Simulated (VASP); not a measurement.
## Ba3C: relaxation of cell and atoms with PBE

Crystal: Ba3C.

```xyz
4
Lattice="4.9024 0.0000 0.0000 0.0000 4.9024 0.0000 0.0000 0.0000 4.9024" Properties=species:S:1:pos:R:3 pbc="T T T"
Ba    0.0000    2.4512    2.4512
Ba    2.4512    0.0000    2.4512
Ba    2.4512    2.4512    0.0000
C     0.0000    0.0000    0.0000
```

```json
{
 "Program": "VASP 6.6.1",
 "Task": "relaxation of cell and atoms",
 "Functional": "PBE",
 "Potentials or basis": "VASP PAW PBE potentials, release 64 (Ba_sv, C)",
 "Cutoff": "600 eV",
 "k mesh": "10 × 10 × 10",
 "Occupations": "gaussian, width 0.1 eV",
 "Spin": "no spin polarisation",
 "Dipole correction": "no",
 "Further INCAR settings": "ALGO = Fast; EDIFF = 1e-07; IBRION = 2; EDIFFG = -0.01; NSW = 100; ISIF = 3"
}
```

```
Relaxed volume                        : 34.06 Å³/atom
Relaxed cell                          : a = 5.145 Å, b = 5.145 Å, c = 5.145 Å, α = 90.00°, β = 90.00°, γ = 90.00°
Space group after relaxing (to 0.1 Å) : Pm-3m (No. 221)
Energy gained by relaxing             : 45.3 meV/atom
Ionic steps                           : 4
Pressure after relaxing               : 0.0 GPa
Band gap on the k mesh                : zero (bands 17 and 18 overlap by 0.91 eV)
```

Step by step:
| step | energy change (eV) | largest force (eV/Å) | pressure (GPa) | volume (Å³) |
| --- | --- | --- | --- | --- |
| 1 | 0.0000 | 0.0000 | 3.63 | 117.82 |
| 2 | -0.1613 | 0.0000 | 1.00 | 129.56 |
| 3 | -0.1796 | 0.0000 | -0.22 | 137.80 |
| 4 | -0.1811 | 0.0000 | -0.02 | 136.23 |

Final structure:
```cif
data_structure
_symmetry_space_group_name_H-M 'P 1'
_symmetry_Int_Tables_number 1
_cell_length_a 5.1455
_cell_length_b 5.1455
_cell_length_c 5.1455
_cell_angle_alpha 90.000
_cell_angle_beta 90.000
_cell_angle_gamma 90.000
_cell_volume 136.23
loop_
_atom_site_label
_atom_site_type_symbol
_atom_site_fract_x
_atom_site_fract_y
_atom_site_fract_z
_atom_site_occupancy
Ba1 Ba 0.00000 0.50000 0.50000 1
Ba2 Ba 0.50000 0.00000 0.50000 1
Ba3 Ba 0.50000 0.50000 0.00000 1
C1 C 0.00000 0.00000 0.00000 1
```

Levels at points of the mesh, in eV from the Fermi level:
```
           k point  band 14  band 15  band 16  band 17  band 18  band 19  band 20  band 21
(0.00, 0.00, 0.00)    -2.40    -0.29    -0.29    -0.29    -0.18    -0.18     0.27     0.27
(0.50, 0.00, 0.00)    -1.80    -0.81    -0.54    -0.54     0.10     1.59     2.00     2.01
(0.50, 0.50, 0.00)    -1.05    -0.90    -0.90     0.64     0.64     0.98     1.49     2.46
(0.50, 0.50, 0.50)    -0.52    -0.52    -0.52    -0.01    -0.01    -0.01     1.01     2.09
```

It took 22 min on 1 thread of Oxide Virtual Turin-like Processor, on a shared host, peak memory 0.33 GiB.

Caveat: the volume moved by over 15 % at a fixed basis, so the end points are rough; spin-orbit coupling is left out, which moves the levels of the heavy elements.
